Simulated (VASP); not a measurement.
# Be3Ga3C2 (R-3m) in VASP: single point with PBE

Aim: the single point of Be3Ga3C2 with PBE.

Everything below comes from runs of VASP 6.6.1. Logs are shortened: lines on timing, memory, paths and dates and some standing lists are left out, and cuts for length are marked.

## Step 1: The cell of the first run

Symmetry: R-3m, No. 166, trigonal system. The conventional cell has a = 5.466 Å, b = 5.466 Å, c = 12.200 Å, α = 90.00°, β = 90.00°, γ = 120.00°. Within 2.3 Å of Be (site symmetry 3m) lie 1 C at 1.69 Å and 1 Be at 2.13 Å. Within 3.4 Å of Be (site symmetry -3m) lie 6 Ga at 2.57 Å and 8 C at 3.24 to 3.34 Å and 6 Be at 3.30 Å. Within 2.7 Å of Ga (site symmetry 2/m) lie 2 C at 2.05 Å and 2 Be at 2.57 Å. Within 2.3 Å of C (site symmetry 3m) lie 1 Be at 1.69 Å and 3 Ga at 2.05 Å.

## Step 2: Single point, PBE

Contents of INCAR:

```
SYSTEM = Be3Ga3C2
PREC     = Accurate       ! precision mode
ENCUT    = 520            ! plane-wave cutoff, eV
EDIFF    = 1E-6           ! SCF threshold, eV
ISMEAR   = 0              ! smearing method
SIGMA    = 0.1            ! smearing width, eV
LREAL    = .FALSE.        ! projectors in reciprocal space
LASPH    = .TRUE.         ! aspherical terms in the spheres
NELM     = 100            ! most SCF steps
ALGO     = Normal         ! electronic algorithm
ISIF     = 2              ! what is computed and relaxed
LWAVE    = .FALSE.        ! write WAVECAR
LCHARG   = .TRUE.         ! write CHGCAR
GGA      = PE             ! functional
LELF     = .TRUE.         ! ELF
LVHAR    = .TRUE.       
NBANDS   = 36             ! bands
```

Contents of KPOINTS:

```
regular mesh
0
G
  9 9 9
  0 0 0
```

Contents of POSCAR:

```
Be3Ga3C2
1.0
    2.7330058189      1.5779016452      4.0667221810
   -2.7330058189      1.5779016452      4.0667221810
    0.0000000000     -3.1558032904      4.0667221810
Be Ga C
3 3 2
Direct
    0.9127312458      0.9127312458      0.9127312458
    0.5000000000      0.5000000000      0.5000000000
    0.0872687542      0.0872687542      0.0872687542
    0.5000000000      0.0000000000      0.5000000000
    0.5000000000      0.5000000000      0.0000000000
    0.0000000000      0.5000000000      0.5000000000
    0.2260251800      0.2260251800      0.2260251800
    0.7739748200      0.7739748200      0.7739748200
```

Potentials or basis: VASP PAW PBE potentials, release 64 (Be, Ga_d, C).

Started as:

```
$ cat potpaw_PBE.64/Be/POTCAR potpaw_PBE.64/Ga_d/POTCAR potpaw_PBE.64/C/POTCAR > POTCAR
$ mpirun -np 1 vasp_std > vasp.out
```

OUTCAR:

```text
SYSTEM = Be3Ga3C2
   PREC = Accurate
   ENCUT = 520
   EDIFF = 1E-6
   ISMEAR = 0
   LREAL = .FALSE.
   LASPH = .TRUE.
   NELM = 100
   ISIF = 2
   GGA = PE

 ion  position               nearest neighbor table
   1  0.913  0.913  0.913-   8 1.69   3 2.13
   2  0.500  0.500  0.500-   5 2.57   5 2.57   6 2.57   4 2.57   4 2.57   6 2.57
   3  0.087  0.087  0.087-   7 1.69   1 2.13
   4  0.500  0.000  0.500-   7 2.05   8 2.05   2 2.57   2 2.57   5 2.73   5 2.73   6 2.73   6 2.73

   5  0.500  0.500  0.000-   7 2.05   8 2.05   2 2.57   2 2.57   4 2.73   6 2.73   4 2.73   6 2.73

   6  0.000  0.500  0.500-   7 2.05   8 2.05   2 2.57   2 2.57   5 2.73   5 2.73   4 2.73   4 2.73

   7  0.226  0.226  0.226-   3 1.69   5 2.05   4 2.05   6 2.05
   8  0.774  0.774  0.774-   1 1.69   5 2.05   4 2.05   6 2.05

  LATTYP: Found a trigonal (rhomboedric) cell.
 ALAT       =     5.1475551192
 COS(alpha) =     0.4362207377

  Lattice vectors:

 A1 = (   2.7330058189,   1.5779016452,   4.0667221810)
 A2 = (  -2.7330058189,   1.5779016452,   4.0667221810)
 A3 = (   0.0000000000,  -3.1558032904,   4.0667221810)

Analysis of symmetry for initial positions (statically):
=====================================================================
 Subroutine PRICEL returns:
 Original cell was already a primitive cell.

 Routine SETGRP: Setting up the symmetry group for a
 trigonal (rhombohedral) supercell.

 Subroutine GETGRP returns: Found 12 space group operations
 (whereof 12 operations were pure point group operations)
 out of a pool of 12 trial point group operations.

The static configuration has the point symmetry D_3d.

Analysis of symmetry for dynamics (positions and initial velocities):
=====================================================================
 Subroutine PRICEL returns:
 Original cell was already a primitive cell.

 Routine SETGRP: Setting up the symmetry group for a
 trigonal (rhombohedral) supercell.

 Subroutine GETGRP returns: Found 12 space group operations
 (whereof 12 operations were pure point group operations)
 out of a pool of 12 trial point group operations.

The dynamic configuration has the point symmetry D_3d.

 Subroutine INISYM returns: Found 12 space group operations
 (whereof 12 operations are pure point group operations),
 and found     1 'primitive' translations

[... 111 lines left out ...]
   NFREE  =      0    steps in history (QN), initial steepest desc. (CG)
   ISIF   =      2    stress and relaxation
   ISYM   =      2    0-nonsym 1-usesym 2-fastsym
   POTIM  = 0.5000    time-step for ionic-motion
   TEBEG  =    0.0;   TEEND  =   0.0 temperature during run
   PSTRESS=    0.0 pullay stress
   NELECT =      53.0000    total number of electrons
   NUPDOWN=      -1.0000    fix difference up-down
   EMIN   =  10.00;   EMAX   =-10.00  energy-range for DOS
   EFERMI =   0.00;   METHOD = LEGACY
   ISMEAR =     0;   SIGMA  =   0.10  broadening in eV -4-tet -1-fermi 0-gaus
   EFERMI_NEDOS =   21; number of points for ismear=-14 and -15
   IALGO  =     38    algorithm
   IMIX   =      4    mixing-type and parameters
     AMIX     =   0.40;   BMIX     =  1.00
     AMIX_MAG =   1.60;   BMIX_MAG =  1.00
  volume/ion in A,a.u.               =      13.15        88.76
  Fermi-wavevector in a.u.,A,eV,Ry     =   1.302551  2.461464 23.084173  1.696639
  Thomas-Fermi vector in A             =   2.433611
   LORBIT       =      0    0 simple, 1 ext, 2 COOP (PROOUT), +10 PAW based schemes
   GGA     = PE    functional components
   LHFCALC =     F    Hartree Fock is set to
   AEXX    =    0.0000 exact exchange contribution
   IVDW    =     0    specifies the selected vdW correction
   LEPSILON=     F    determine dielectric tensor
   LRPA    =     F    only Hartree local field effects (RPA)
 non-spin polarized calculation
 Gauss-broadening in eV      SIGMA  =   0.10
  energy-cutoff  :      520.00
  volume of cell :      105.22
 maximum number of plane-waves:      2850
   NGX = 19   NGY = 19   NGZ = 19

 number of electron      52.9999992 magnetization

 Free energy of the ion-electron system (eV)
  ---------------------------------------------------
  ext. energy  EPLUGINS =         0.00000000
  ---------------------------------------------------
  free energy    TOTEN  =       -31.01731158 eV

  energy without entropy =      -31.00185620  energy(sigma->0) =      -31.00958389

 E-fermi :   5.0074     XC(G=0): -10.5229

 val. band max:        5.0064706134   @ k =  -0.1111   0.3333   0.1111
 cond. band min:       5.0089082785   @ k =   0.2222   0.2222   0.2222
 fundamental gap:      0.0024376651
 Fermi energy:         5.0073683649

 k-point     1 :       0.0000    0.0000    0.0000
  band No.  band energies     occupation
      1     -10.6879      2.00000
      2     -10.1746      2.00000
      3     -10.1482      2.00000
      4     -10.1482      2.00000
      5      -9.9695      2.00000
      6      -9.9574      2.00000
[... 925 lines left out ...]
     35      10.0149      0.00000
     36      10.9887      0.00000

 [... further k-points ...]

------------------------ aborting loop because EDIFF is reached ----------------------------------------

  FORCE on cell =-STRESS in cart. coord.  units (eV):
  Direction    XX          YY          ZZ          XY          YZ          ZX
  --------------------------------------------------------------------------------------
  -------------------------------------------------------------------------------------
  Total        0.0554056      0.0554056      0.1104135     -0.0000000      0.0000000     -0.0000000
  in kB        0.8436221      0.8436221      1.6811893     -0.0000000      0.0000000     -0.0000000
  external PRESSURE =       1.1228111 kB  Pullay stress =       0.0000000 kB

 VOLUME and BASIS-vectors are now :
 -----------------------------------------------------------------------------
  energy-cutoff  :      520.00
  volume of cell :      105.22
      direct lattice vectors                 reciprocal lattice vectors
     2.733005819  1.577901645  4.066722181     0.182948751  0.105625510  0.081966094
    -2.733005819  1.577901645  4.066722181    -0.182948751  0.105625510  0.081966094
     0.000000000 -3.155803290  4.066722181     0.000000000 -0.211251021  0.081966094

 POSITION                                       TOTAL-FORCE (eV/Angst)
 -----------------------------------------------------------------------------------
      0.00000      0.00000     11.13547         0.000000     -0.000000      0.005825
      0.00000      0.00000      6.10008        -0.000000      0.000000      0.000000
      0.00000      0.00000      1.06469         0.000000     -0.000000     -0.005825
      1.36650     -0.78895      4.06672         0.000000      0.000000     -0.000000
      0.00000      1.57790      4.06672        -0.000000      0.000000      0.000000
     -1.36650     -0.78895      4.06672        -0.000000      0.000000     -0.000000
      0.00000      0.00000      2.75754         0.000000     -0.000000     -0.019255
      0.00000      0.00000      9.44262         0.000000      0.000000      0.019255
 -----------------------------------------------------------------------------------
    total drift:                                0.000000      0.000000     -0.000000

  FREE ENERGIE OF THE ION-ELECTRON SYSTEM (eV)
  ---------------------------------------------------
  free  energy   TOTEN  =       -31.0173115822 eV

  energy  without entropy=      -31.0018561971  energy(sigma->0) =      -31.00958389
```

OSZICAR:

```text
N       E                     dE             d eps       ncg     rms          rms(c)
DAV:   1     0.408176292955E+03    0.40818E+03   -0.24332E+04  6312   0.225E+03
DAV:   2     0.282834665381E+02   -0.37989E+03   -0.36424E+03  6464   0.533E+02
DAV:   3    -0.311799139725E+02   -0.59463E+02   -0.57641E+02  7416   0.156E+02
DAV:   4    -0.351513319660E+02   -0.39714E+01   -0.39231E+01  7800   0.384E+01
DAV:   5    -0.352568878192E+02   -0.10556E+00   -0.10533E+00  7656   0.608E+00    0.105E+01
DAV:   6    -0.310749919783E+02    0.41819E+01   -0.21031E+01 10288   0.407E+01    0.391E+00
DAV:   7    -0.310698826636E+02    0.51093E-02   -0.35638E+00  6648   0.819E+00    0.271E+00
DAV:   8    -0.310386830728E+02    0.31200E-01   -0.60176E-01  9360   0.362E+00    0.100E+00
DAV:   9    -0.310163591200E+02    0.22324E-01   -0.12561E-01  7708   0.232E+00    0.195E-01
DAV:  10    -0.310171833608E+02   -0.82424E-03   -0.14864E-02  6772   0.835E-01    0.863E-02
DAV:  11    -0.310173010766E+02   -0.11772E-03   -0.12358E-03  7980   0.231E-01    0.383E-02
DAV:  12    -0.310173102880E+02   -0.92114E-05   -0.75856E-05  7488   0.531E-02    0.145E-02
DAV:  13    -0.310173117783E+02   -0.14903E-05   -0.83326E-06  7328   0.169E-02    0.343E-03
DAV:  14    -0.310173115822E+02    0.19617E-06   -0.10706E-06  4052   0.734E-03
   1 F= -.31017312E+02 E0= -.31009584E+02  d E =-.154554E-01
```

Wall time 3.9 min (1 thread of Intel Xeon Platinum 8488C (Sapphire Rapids), shared host); peak memory 0.42 GiB.

Results:

| Item | Value |
| --- | --- |
| Free energy | -31.0173 eV |
| Pressure | 0.1 GPa |
| Largest force | 0.019 eV/Å |

Forces in eV/Å, atoms in the order of the input:
```
Be   0.000  0.000  0.006
Be   0.000  0.000  0.000
Be   0.000  0.000 -0.006
Ga   0.000  0.000  0.000
Ga   0.000  0.000  0.000
Ga   0.000  0.000  0.000
C    0.000  0.000 -0.019
C    0.000  0.000  0.019
```

Levels at points of the mesh, in eV from the Fermi level:
| k point | band 25 | band 26 | band 27 | band 28 | band 29 | band 30 |
| --- | --- | --- | --- | --- | --- | --- |
| (0.00, 0.00, 0.00) | -2.59 | -2.59 | -2.53 | -1.20 | 0.72 | 0.72 |
